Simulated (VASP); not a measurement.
A run of VASP 6.6.1:

Contents of INCAR:

```
SYSTEM = Ag
  PREC = Accurate
  ENCUT = 520
  EDIFF = 1E-7
  ISMEAR = -1
  SIGMA = 0.08
  LREAL = .FALSE.
  LASPH = .TRUE.
  NELM = 60
  ALGO = Normal
  ISIF = 2
  LWAVE = .FALSE.
  LCHARG = .FALSE.
  GGA = PE
  NBANDS = 18
```

Contents of KPOINTS:

```
regular mesh
0
G
  14 10 14
  0 0 0
```

The input POSCAR:

```
Ag
1.0
   -2.0742206004      2.0742206004      0.0000000000
    0.0000000000      0.0000000000      4.1484412008
    2.0742206004      2.0742206004      0.0000000000
Ag
2
Direct
    0.0000000000      0.0000000000      0.0000000000
    0.5000000000      0.5000000000      0.5000000000
```

Potentials or basis: VASP PAW PBE potentials, release 64 (Ag).

The run is started by

```bash
$ cat potpaw_PBE.64/Ag/POTCAR > POTCAR
$ mpirun -np 1 vasp_std > vasp.out
```

Hardware: 1 thread of Intel(R) Xeon(R) 6975P-C (Granite Rapids), on a shared host.

Question: Estimate the wall time of this run.

Answer: Wall time 27 s on 1 thread of Intel(R) Xeon(R) 6975P-C (Granite Rapids), on a shared host, peak memory 0.23 GiB. Counts: scf iterations 12, k points 216.
